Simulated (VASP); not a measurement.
InAs:

```
CELL_PARAMETERS angstrom
0.00000 3.02400 3.02400
3.02400 0.00000 3.02400
3.02400 3.02400 0.00000
ATOMIC_POSITIONS crystal
In 0.00000 0.00000 0.00000
As 0.75000 0.75000 0.75000
```

Base run:

| Quantity | Value |
| --- | --- |
| Program | VASP 6.6.1 |
| Functional | PBEsol |
| Potentials or basis | VASP PAW PBE potentials, release 64 (In_d, As) |
| Cutoff | 520 eV |
| k mesh | 6 × 6 × 6 |
| Occupations | gaussian, width 0.05 eV |
| Spin | no spin polarisation |

Its results: band gap on the k mesh zero (filled and empty bands touch); pressure 1.3 GPa.

Q: The run is repeated on the same cell with these changes: functional from PBEsol to r2SCAN; dispersion from none to rVV10. What comes out?

A: Band gap on the k mesh 0.22 eV, direct; pressure 1.2 GPa.

Several settings changed at once, so the effect can't be laid on one alone.

Caveats: the PAW data sets were made with another functional, which shifts forces and pressure a little; spin-orbit coupling is left out, which moves the levels of the heavy elements.

